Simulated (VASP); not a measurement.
In, 2 atoms in the cell. It takes space group P6_3/mmc (No. 194, hexagonal). Conventional cell: a = 3.365 Å, b = 3.365 Å, c = 5.558 Å, α = 90.00°, β = 90.00°, γ = 120.00°. Within 4.4 Å of In (site symmetry -6m2) lie 12 In at 3.36 to 3.39 Å. 

| Property | Result |
| --- | --- |
| Program | VASP 6.6.1 |
| Task | single point |
| Functional | r2SCAN |
| Potentials or basis | VASP PAW PBE potentials, release 64 (In_d) |
| Cutoff | 520 eV |
| k mesh | 10 × 10 × 5 |
| Occupations | fermi-dirac, width 0.05 eV |
| Spin | no spin polarisation |
| Dipole correction | no |
| Further INCAR settings | ALGO = Normal; EDIFF = 1e-06; NBANDS = 20 |

Potentials or basis: VASP PAW PBE potentials, release 64 (In_d).

Launch:

```sh
$ cat potpaw_PBE.64/In_d/POTCAR > POTCAR
$ cp INCAR.step1 INCAR
$ mpirun -np 1 vasp_std > vasp.out
$ cp INCAR.step2 INCAR
$ mpirun -np 1 vasp_std > vasp.out
```

Hardware: 1 thread of Intel(R) Xeon(R) 6975P-C (Granite Rapids), with other jobs on the host.

Question: How long does it take, and how much memory?

Answer: Run time: 88 s on 1 thread of Intel(R) Xeon(R) 6975P-C (Granite Rapids), with other jobs on the host, peak memory 0.19 GiB. Counts: k points 42.
